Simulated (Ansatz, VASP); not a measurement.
One calculation of BaF2, two programs

```
Ba F
1.0
     0.00000    3.06904    3.06904
     3.06904    0.00000    3.06904
     3.06904    3.06904    0.00000
Ba F
1 2
Direct
  0.00000 0.00000 0.00000
  0.25000 0.25000 0.25000
  0.75000 0.75000 0.75000
```

Alike in both runs: functional PBEsol; k mesh 6 × 6 × 6; occupations gaussian, width 0.02 eV; no spin polarisation.

Ansatz relaxed the structure, and its values are those at the end. VASP's run is a single point on that final structure, the one shown.

```csv
,VASP,Ansatz
version,VASP 6.6.1,Ansatz 0.2.0
potentials or method,"VASP PAW PBE potentials, release 64 (Ba_sv, F_h), cutoff 1350 eV","scalar-relativistic, plane waves, PAW"
valence electrons in the cell,24,24
```

VASP gave:

| Property | Result |
| --- | --- |
| gap on the k mesh at the Fermi level (eV) | 6.77 |
| least direct gap on the mesh (eV) | 6.85 |
| pressure (GPa) | 1.2 |

Q: Estimate Ansatz's values.

A: gap on the k mesh at the Fermi level (eV): 6.86; least direct gap on the mesh (eV): 6.95; pressure (GPa): 0.0.

VASP's potentials were made for PBE, not for PBEsol.

Neither program's run includes spin-orbit coupling.
